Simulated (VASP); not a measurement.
The system is Pb2S3.

```
Pb S
1.0
     5.16355    0.00000    0.00000
     0.00000    5.16355    0.00000
     0.00000    0.00000    5.16355
Pb S
2 3
Direct
  0.00000 0.00000 0.00000
  0.50000 0.50000 0.50000
  0.50000 0.50000 0.00000
  0.50000 0.00000 0.50000
  0.00000 0.50000 0.50000
```

* Program: VASP 6.6.1
* Task: relaxation of cell and atoms
* Functional: PBEsol
* Potentials or basis: VASP PAW PBE potentials, release 64 (Pb_d, S)
* Cutoff: 600 eV
* k mesh: 4 × 4 × 4
* Occupations: fermi-dirac, width 0.03 eV
* Spin: no spin polarisation

At the start: pressure -2.1 GPa; volume 27.53 Å³/atom.

Problem. Where does the relaxation end?

Solution. Over 3 steps the energy falls by 7.6 meV/atom and the volume is 26.41 Å³/atom (-4.1 %); space group Pm-3m (No. 221, to 0.05 Å).

Step by step:
| step | energy change (eV) | largest force (eV/Å) | pressure (GPa) | volume (Å³) |
| --- | --- | --- | --- | --- |
| 1 | 0.0000 | 0.0000 | -2.09 | 137.67 |
| 2 | -0.0355 | 0.0000 | 0.62 | 130.63 |
| 3 | -0.0382 | 0.0000 | 0.00 | 132.04 |

Final structure:
```
Pb S
1.0
     5.09222    0.00000    0.00000
     0.00000    5.09222    0.00000
     0.00000    0.00000    5.09222
Pb S
2 3
Cartesian
  0.0000 0.0000 0.0000
  2.5461 2.5461 2.5461
  2.5461 2.5461 0.0000
  2.5461 0.0000 2.5461
  0.0000 2.5461 2.5461
```

Caveat: the PAW data sets were made with another functional, which shifts forces and pressure a little.
